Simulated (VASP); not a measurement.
Input of a VASP 6.6.1 run:

Contents of INCAR:

```
ALGO     = Normal         # electronic algorithm
EDIFF    = 1E-7           # SCF threshold, eV
ENCUT    = 520            # plane-wave cutoff, eV
GGA      = PS             # functional
ISIF     = 2              # what is computed and relaxed
ISMEAR   = 0              # smearing method
LASPH    = T              # aspherical terms in the spheres
LCHARG   = T              # write CHGCAR
LELF     = T              # ELF
LREAL    = F              # projectors in reciprocal space
LVHAR    = T            
LWAVE    = F              # write WAVECAR
NBANDS   = 26             # bands
NELM     = 60             # most SCF steps
PREC     = Accurate       # precision mode
SIGMA    = 0.01           # smearing width, eV
```

KPOINTS

```
k-points
0
Gamma
  6 4 6
```

POSCAR

```
CdSe
1.0
    4.3055731906      0.0000000000      0.0000000000
    0.0000000000      6.0890000000      0.0000000000
    0.0000000000      0.0000000000      4.3055731906
Cd Se
2 2
Direct
    0.0000000000      0.0000000000      0.0000000000
    0.5000000000      0.5000000000      0.5000000000
    0.5000000000      0.2500000000      0.0000000000
    0.0000000000      0.7500000000      0.5000000000
```

Potentials or basis: VASP PAW PBE potentials, release 64 (Cd, Se).

Command:

```console
$ cat potpaw_PBE.64/Cd/POTCAR potpaw_PBE.64/Se/POTCAR > POTCAR
$ mpirun -np 1 vasp_std > vasp.out
```

Problem. Estimate the pressure.

Solution. 0.1 GPa.

Problem. Estimate the band gap on the k mesh.

Solution. 0.48 eV.

Caveat: the PAW data sets were made with another functional, which shifts forces and pressure a little. As with any semilocal functional, this PBEsol gap is likely too small.
